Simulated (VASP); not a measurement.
Set up this calculation in VASP 6.6.1, as the native input.

```yaml
Task: single point
Functional: r2SCAN
Potentials_or_basis: VASP PAW PBE potentials, release 64 (Cd_sv_GW, F)
Cutoff: 770 eV
k_mesh: 4 × 4 × 4
Occupations: gaussian, width 0.01 eV
Spin: no spin polarisation
Dipole_correction: no
Further_INCAR_settings: ALGO = Normal; EDIFF = 1e-06; NBANDS = 24
```

The system is CdF2.

```
Cd F
1.0
     0.00000    2.65813    2.65813
     2.65813    0.00000    2.65813
     2.65813    2.65813    0.00000
Cd F
1 2
Cartesian
  0.0000 0.0000 0.0000
  1.3291 1.3291 1.3291
  3.9872 3.9872 3.9872
```

One way to write it, as run:

POSCAR

```
CdF2
1.0
    0.0000000000      2.6581321231      2.6581321231
    2.6581321231      0.0000000000      2.6581321231
    2.6581321231      2.6581321231      0.0000000000
Cd F
1 2
Direct
    0.0000000000      0.0000000000      0.0000000000
    0.2500000000      0.2500000000      0.2500000000
    0.7500000000      0.7500000000      0.7500000000
```

INCAR.step1

```
PREC     = Accurate       # precision mode
ENCUT    = 770            # plane-wave cutoff, eV
ISMEAR   = 0              # smearing method
SIGMA    = 0.01           # smearing width, eV
LREAL    = False          # projectors in reciprocal space
LASPH    = True           # aspherical terms in the spheres
NELM     = 120            # most SCF steps
NBANDS   = 24             # bands
GGA      = PE             # functional
ALGO     = Normal         # electronic algorithm
EDIFF    = 1E-5           # SCF threshold, eV
LWAVE    = True           # write WAVECAR
LCHARG   = False          # write CHGCAR
GGA_COMPAT= False
```

INCAR.step2

```
PREC     = Accurate       # precision mode
ENCUT    = 770            # plane-wave cutoff, eV
EDIFF    = 1E-6           # SCF threshold, eV
ISMEAR   = 0              # smearing method
SIGMA    = 0.01           # smearing width, eV
LREAL    = False          # projectors in reciprocal space
LASPH    = True           # aspherical terms in the spheres
NELM     = 120            # most SCF steps
ALGO     = Normal         # electronic algorithm
ISIF     = 2              # what is computed and relaxed
LWAVE    = False          # write WAVECAR
LCHARG   = False          # write CHGCAR
METAGGA  = R2SCAN         # meta-GGA
LMIXTAU  = True         
NBANDS   = 24             # bands
ISTART   = 1            
GGA_COMPAT= False
```

KPOINTS

```
regular mesh
0
Gamma
  4 4 4
```

Potentials or basis: VASP PAW PBE potentials, release 64 (Cd_sv_GW, F).

Run with:

```console
$ cat potpaw_PBE.64/Cd_sv_GW/POTCAR potpaw_PBE.64/F/POTCAR > POTCAR
$ cp INCAR.step1 INCAR
$ mpirun -np 1 vasp_std > vasp.out
$ cp INCAR.step2 INCAR
$ mpirun -np 1 vasp_std > vasp.out
```

It gave:

```json
{
  "Pressure": "4.6 GPa",
  "Band gap on the k mesh": "3.94 eV (least direct gap 4.40 eV)"
}
```

Caveat: the k points lie up to 0.51 Å⁻¹ apart; the PAW data sets were made with another functional, which shifts forces and pressure a little.

Wall time 72 s on 1 thread of Intel(R) Xeon(R) Platinum 8375C CPU @ 2.90GHz (Ice Lake), on a shared host, peak memory 0.23 GiB.
